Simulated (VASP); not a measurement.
# Br (I4/mmm) in VASP: further runs

Br is run at these levels: PBE; tasks: relaxation of cell and atoms.

All numbers are computed with VASP 6.6.1; they aren't measurements. Logs are shortened: lines on timing, memory, paths and dates and some standing lists are left out, and cuts for length are marked.

## (1) The cell of the first run

Symmetry: I4/mmm, No. 139, tetragonal system. The conventional cell has a = 2.847 Å, b = 2.847 Å, c = 7.155 Å, α = 90.00°, β = 90.00°, γ = 90.00°. Br (site symmetry 4/mmm) has 4 Br at 2.85 Å within 3.8 Å.

## (2) Relaxation of cell and atoms, PBE

INCAR

```
SYSTEM = Br
ALGO = Normal ; EDIFF = 1E-7
EDIFFG = -0.01 ; ENCUT = 500
GGA = PE ; GGA_COMPAT = .FALSE.
IBRION = 2 ; ISIF = 3
ISMEAR = -1 ; LASPH = .TRUE.
LCHARG = .FALSE. ; LREAL = .FALSE.
LWAVE = .FALSE. ; NELM = 120
NELMIN = 4 ; NSW = 60
PREC = Accurate ; SIGMA = 0.05
```

KPOINTS

```
k-points
0
G
  13 13 13
  0 0 0
```

POSCAR

```
Br
1.0
   -1.4234917050      1.4234917050      3.5775173700
    1.4234917050     -1.4234917050      3.5775173700
    1.4234917050      1.4234917050     -3.5775173700
Br
1
Direct
    0.0000000000      0.0000000000      0.0000000000
```

Potentials or basis: VASP PAW PBE potentials, release 64 (Br).

Launch:

```
$ cat potpaw_PBE.64/Br/POTCAR > POTCAR
$ mpirun -np 1 vasp_std > vasp.out
```

OUTCAR:

```text
SYSTEM = Br
   EDIFF = 1E-7
   EDIFFG = -0.01
   ENCUT = 500
   GGA = PE
   IBRION = 2
   ISIF = 3
   ISMEAR = -1
   LASPH = .TRUE.
   LREAL = .FALSE.
   NELM = 120
   NELMIN = 4
   NSW = 60
   PREC = Accurate

 ion  position               nearest neighbor table
   1  0.000  0.000  0.000-

  LATTYP: Found a body centered tetragonal cell.
 ALAT       =     2.8469834100
 C/A-ratio  =     2.5131986069

  Lattice vectors:

 A1 = (  -1.4234917050,   1.4234917050,   3.5775173700)
 A2 = (   1.4234917050,  -1.4234917050,   3.5775173700)
 A3 = (   1.4234917050,   1.4234917050,  -3.5775173700)

Analysis of symmetry for initial positions (statically):
=====================================================================
 Subroutine PRICEL returns:
 Original cell was already a primitive cell.

 Routine SETGRP: Setting up the symmetry group for a
 body centered tetragonal supercell.

 Subroutine GETGRP returns: Found 16 space group operations
 (whereof 16 operations were pure point group operations)
 out of a pool of 16 trial point group operations.

The static configuration has the point symmetry D_4h.

Analysis of symmetry for dynamics (positions and initial velocities):
=====================================================================
 Subroutine PRICEL returns:
 Original cell was already a primitive cell.

 Routine SETGRP: Setting up the symmetry group for a
 body centered tetragonal supercell.

 Subroutine GETGRP returns: Found 16 space group operations
 (whereof 16 operations were pure point group operations)
 out of a pool of 16 trial point group operations.

The dynamic configuration has the point symmetry D_4h.

 Subroutine INISYM returns: Found 16 space group operations
 (whereof 16 operations are pure point group operations),
 and found     1 'primitive' translations

----------------------------------------------------------------------------------------

                                     Primitive cell

  volume of cell :      28.9969

  direct lattice vectors                    reciprocal lattice vectors
    -1.423491705  1.423491705  3.577517370     0.000000000  0.351248973  0.139761725
     1.423491705 -1.423491705  3.577517370     0.351248973  0.000000000  0.139761725
     1.423491705  1.423491705 -3.577517370     0.351248973  0.351248973  0.000000000

  length of vectors
     4.105032010  4.105032010  4.105032010     0.378033307  0.378033307  0.496741062

  position of ions in fractional coordinates (direct lattice)
     0.000000000  0.000000000  0.000000000

  ion indices of the primitive-cell ions
   primitive index   ion index
                 1           1

----------------------------------------------------------------------------------------

 KPOINTS: k-points

Automatic generation of k-mesh.
 Grid dimensions read from file:
 generate k-points for:   13   13   13

 Generating k-lattice:

  Cartesian coordinates                     Fractional coordinates (reciprocal lattice)
     0.000000000  0.027019152  0.010750902     0.076923077  0.000000000 -0.000000000
     0.027019152  0.000000000  0.010750902     0.000000000  0.076923077 -0.000000000
     0.027019152  0.027019152  0.000000000     0.000000000  0.000000000  0.076923077

  Length of vectors
     0.029079485  0.029079485  0.038210851

  Shift w.r.t. Gamma in fractional coordinates (k-lattice)
     0.000000000  0.000000000  0.000000000

 Subroutine IBZKPT returns following result:
 ===========================================

 Found    196 irreducible k-points:

 Following reciprocal coordinates:
            Coordinates               Weight
  0.000000  0.000000  0.000000      1.000000
  0.076923  0.000000  0.000000      8.000000
  0.153846  0.000000  0.000000      8.000000
  0.230769  0.000000  0.000000      8.000000
  0.307692  0.000000  0.000000      8.000000
  0.384615  0.000000  0.000000      8.000000
[... 16 lines left out ...]
  0.384615  0.153846  0.000000     16.000000
  0.461538  0.153846  0.000000     16.000000
 [... further k-points ...]
   k-points           NKPTS =    196   k-points in BZ     NKDIM =    196   number of bands    NBANDS=      7
   number of dos      NEDOS =    301   number of ions     NIONS =      1
   total plane-waves  NPLWV =  27000
   dimension x,y,z NGX =    30 NGY =   30 NGZ =   30
   dimension x,y,z NGXF=    60 NGYF=   60 NGZF=   60
   ions per type =               1
   NGX,Y,Z   is equivalent  to a cutoff of  12.15, 12.15, 12.15 a.u.
   NGXF,Y,Z  is equivalent  to a cutoff of  24.30, 24.30, 24.30 a.u.
 SYSTEM =  Br
   PREC   = accura    normal or accurate (medium, high low for compatibility)
   ISTART =      0    job   : 0-new  1-cont  2-samecut
   ICHARG =      2    charge: 1-file 2-atom 10-const
   ISPIN  =      1    spin polarized calculation?
   LNONCOLLINEAR =      F non collinear calculations
   LSORBIT =      F    spin-orbit coupling
   LASPH  =      T    aspherical Exc in radial PAW
   ENCUT  =  500.0 eV  36.75 Ry    6.06 a.u.   7.48  7.48  7.48*2*pi/ulx,y,z
   NELM   =    120;   NELMIN=  4; NELMDL= -5     # of ELM steps
   EDIFF  = 0.1E-06   stopping-criterion for ELM
   LREAL  =      F    real-space projection
   EDIFFG = -.1E-01   stopping-criterion for IOM
   NSW    =     60    number of steps for IOM
   IBRION =      2    ionic relax: 0-MD 1-quasi-New 2-CG
   NFREE  =      1    steps in history (QN), initial steepest desc. (CG)
   ISIF   =      3    stress and relaxation
   ISYM   =      2    0-nonsym 1-usesym 2-fastsym
   POTIM  = 0.5000    time-step for ionic-motion
   TEBEG  =    0.0;   TEEND  =   0.0 temperature during run
   PSTRESS=    0.0 pullay stress
   NELECT =       7.0000    total number of electrons
   NUPDOWN=      -1.0000    fix difference up-down
   EMIN   =  10.00;   EMAX   =-10.00  energy-range for DOS
   EFERMI =   0.00;   METHOD = LEGACY
   ISMEAR =    -1;   SIGMA  =   0.05  broadening in eV -4-tet -1-fermi 0-gaus
   EFERMI_NEDOS =   21; number of points for ismear=-14 and -15
   IALGO  =     38    algorithm
   IMIX   =      4    mixing-type and parameters
     AMIX     =   0.40;   BMIX     =  1.00
     AMIX_MAG =   1.60;   BMIX_MAG =  1.00
  volume/ion in A,a.u.               =      29.00       195.68
  Fermi-wavevector in a.u.,A,eV,Ry     =   1.019351  1.926294 14.137486  1.039076
  Thomas-Fermi vector in A             =   2.152860
   LORBIT       =      0    0 simple, 1 ext, 2 COOP (PROOUT), +10 PAW based schemes
   GGA     = PE    functional components
   LHFCALC =     F    Hartree Fock is set to
   AEXX    =    0.0000 exact exchange contribution
   IVDW    =     0    specifies the selected vdW correction
   LEPSILON=     F    determine dielectric tensor
   LRPA    =     F    only Hartree local field effects (RPA)
 conjugate gradient relaxation of ions
 non-spin polarized calculation
  energy-cutoff  :      500.00
  volume of cell :       29.00
 maximum number of plane-waves:       769
 NGX is ok and might be reduce to    30
   NGX = 15   NGY = 15   NGZ = 15

--------------------------------------- Ionic step        1  -------------------------------------------

 number of electron       6.9999999 magnetization

 Free energy of the ion-electron system (eV)
  ---------------------------------------------------
  ext. energy  EPLUGINS =         0.00000000
  ---------------------------------------------------
  free energy    TOTEN  =        -1.44360179 eV

  energy without entropy =       -1.43887723  energy(sigma->0) =       -1.44123951

------------------------ aborting loop because EDIFF is reached ----------------------------------------

  FORCE on cell =-STRESS in cart. coord.  units (eV):
  Direction    XX          YY          ZZ          XY          YZ          ZX
  --------------------------------------------------------------------------------------
  -------------------------------------------------------------------------------------
  Total        0.2291010      0.2291010      0.3030759      0.0000000     -0.0000000      0.0000000
  in kB       12.6586066     12.6586066     16.7459706      0.0000000     -0.0000000      0.0000000
  external PRESSURE =      14.0210613 kB  Pullay stress =       0.0000000 kB
[... 195 lines left out ...]
  energy  without entropy=       -1.4597352997  energy(sigma->0) =       -1.46198371

--------------------------------------- Ionic step        7  -------------------------------------------

 number of electron       6.9999998 magnetization

 E-fermi :   0.2016     XC(G=0):  -7.6596

 val. band max:        0.0971144790   @ k =  -0.2308   0.3077   0.0769
 cond. band min:       0.2468375264   @ k =  -0.3077   0.3846   0.1538
 fundamental gap:      0.1497230474
 Fermi energy:         0.2016030397

 k-point     1 :       0.0000    0.0000    0.0000
  band No.  band energies     occupation
      1     -15.9477      2.00000
      2      -2.8091      2.00000
      3       1.0650      0.00000
      4       1.0650      0.00000
      5       4.9345      0.00000
      6       9.8422      0.00000
      7      10.1307      0.00000
[... 297 lines left out ...]
  energy  without entropy=       -1.4601434859  energy(sigma->0) =       -1.46256373

--------------------------------------- Ionic step        9  -------------------------------------------

 number of electron       6.9999999 magnetization

 Free energy of the ion-electron system (eV)
  ---------------------------------------------------
  ext. energy  EPLUGINS =         0.00000000
  ---------------------------------------------------
  free energy    TOTEN  =        -1.46665179 eV

  energy without entropy =       -1.46196250  energy(sigma->0) =       -1.46430715

 E-fermi :  -0.0642     XC(G=0):  -7.5176

 val. band max:       -0.1658262673   @ k =  -0.2308   0.3077   0.0769
 cond. band min:      -0.0203690996   @ k =  -0.3077   0.3846   0.1538
 fundamental gap:      0.1454571677
 Fermi energy:        -0.0642001418

 k-point     1 :       0.0000    0.0000    0.0000
  band No.  band energies     occupation
      1     -16.0732      2.00000
      2      -3.0049      2.00000
      3       0.7768      0.00000
      4       0.7768      0.00000
      5       4.7130      0.00000
      6       9.6154      0.00000
      7       9.8151      0.00000
[... 258 lines left out ...]
  FREE ENERGIE OF THE ION-ELECTRON SYSTEM (eV)
  ---------------------------------------------------
  free  energy   TOTEN  =        -1.4666517922 eV

  energy  without entropy=       -1.4619625013  energy(sigma->0) =       -1.46430715

 reached required accuracy - stopping structural energy minimisation
```

Wall time 6.9 min (1 thread of Intel Xeon 8259CL, shared host); peak memory 0.2 GiB.

What came out:

```
Free energy                           : -1.4667 eV
Relaxed volume                        : 35.89 Å³/atom
Relaxed cell                          : a = 4.806 Å, b = 4.806 Å, c = 4.806 Å, α = 145.25°, β = 145.25°, γ = 49.97°
Space group after relaxing (to 0.1 Å) : I4/mmm (No. 139)
Energy gained by relaxing             : 23.1 meV/atom
Ionic steps                           : 9
Pressure after relaxing               : 0.0 GPa
Band gap on the k mesh                : zero (an odd number of electrons rules out a gap without spin polarisation)
```

Step by step:
| step | energy change (eV) | largest force (eV/Å) | pressure (GPa) | volume (Å³) |
| --- | --- | --- | --- | --- |
| 1 | 0.0000 | 0.0000 | 1.40 | 29.00 |
| 2 | -0.0057 | 0.0000 | 0.19 | 30.07 |
| 3 | -0.0060 | 0.0000 | -0.15 | 30.43 |
| 4 | -0.0111 | 0.0000 | -0.11 | 30.99 |
| 5 | -0.0197 | 0.0000 | 0.12 | 32.64 |
| 6 | -0.0206 | 0.0000 | 0.78 | 35.84 |
| 7 | -0.0219 | 0.0000 | 0.54 | 34.77 |
| 8 | -0.0214 | 0.0000 | -0.60 | 37.28 |
| 9 | -0.0231 | 0.0000 | -0.01 | 35.89 |

Final structure:
```
Br
1.0
    -1.43522    1.43522    4.35590
     1.43522   -1.43522    4.35590
     1.43522    1.43522   -4.35590
Br
1
Direct
  0.00000 0.00000 0.00000
```

Levels at points of the mesh, in eV from the Fermi level:
| k point | band 1 | band 2 | band 3 | band 4 | band 5 | band 6 | band 7 |
| --- | --- | --- | --- | --- | --- | --- | --- |
| (0.00, 0.00, 0.00) | -16.01 | -2.94 | 0.84 | 0.84 | 4.78 | 9.68 | 9.88 |

Caveat: the volume moved by over 15 % at a fixed basis, so the end points are rough; an odd number of electrons without spin polarisation forces a metal; a magnetic or distorted state may lie lower.

## (3) Relaxation of cell and atoms, PBE, target pressure 2 GPa, at which the enthalpy is minimised

INCAR

```
SYSTEM = Br
PREC = Accurate ; ENCUT = 500
EDIFF = 1E-7 ; ISMEAR = -1
SIGMA = 0.05 ; LREAL = .False.
LASPH = .True. ; NELM = 120
ALGO = Normal ; ISIF = 3
LWAVE = .False. ; LCHARG = .False.
GGA = PE ; IBRION = 2
NSW = 60 ; EDIFFG = -0.01
PSTRESS = 20.0 ; GGA_COMPAT = .False.
NELMIN = 4
```

KPOINTS

```
Automatic mesh
0
Gamma
  13 13 13
  0 0 0
```

POSCAR is that of step 2.

Potentials or basis: VASP PAW PBE potentials, release 64 (Br).

Launch:

```
$ cat potpaw_PBE.64/Br/POTCAR > POTCAR
$ mpirun -np 1 vasp_std > vasp.out
```

It took 4.1 min on 1 thread of Intel Xeon 8259CL, shared host; peak memory 0.2 GiB.

Results (log left out):

```yaml
Free_energy: -1.4367 eV
Relaxed_volume: 28.37 Å³/atom
Relaxed_cell: a = 4.059 Å, b = 4.059 Å, c = 4.059 Å, α = 139.12°, β = 139.12°, γ = 59.19°
Space_group_after_relaxing_to_0.1_Å: I4/mmm (No. 139)
Energy_change_on_relaxing_the_run_minimises_the_enthalpy: +6.9 meV/atom
Ionic_steps: 7
Pressure_after_relaxing: 2.0 GPa
Band_gap_on_the_k_mesh: zero (an odd number of electrons rules out a gap without spin polarisation)
```

Step by step:
| step | energy change (eV) | largest force (eV/Å) | pressure (GPa) | volume (Å³) |
| --- | --- | --- | --- | --- |
| 1 | 0.0000 | 0.0000 | 1.40 | 29.00 |
| 2 | 0.0050 | 0.0000 | 2.17 | 28.55 |
| 3 | 0.0034 | 0.0000 | 1.95 | 28.67 |
| 4 | 0.0041 | 0.0000 | 1.96 | 28.61 |
| 5 | 0.0059 | 0.0000 | 1.98 | 28.45 |
| 6 | 0.0100 | 0.0000 | 2.04 | 28.13 |
| 7 | 0.0069 | 0.0000 | 1.99 | 28.37 |

Final structure:
```
Br
1.0
    -1.41758    1.41758    3.52939
     1.41758   -1.41758    3.52939
     1.41758    1.41758   -3.52939
Br
1
Direct
  0.00000 0.00000 0.00000
```

Levels at points of the mesh, in eV from the Fermi level:
```csv
k point,band 1,band 2,band 3,band 4,band 5,band 6
"(0.00, 0.00, 0.00)",-16.39,-2.31,0.96,0.96,5.45,9.80
```

Caveat: the cell is relaxed towards a set pressure, so the run minimises the enthalpy, not the energy; an odd number of electrons without spin polarisation forces a metal; a magnetic or distorted state may lie lower.
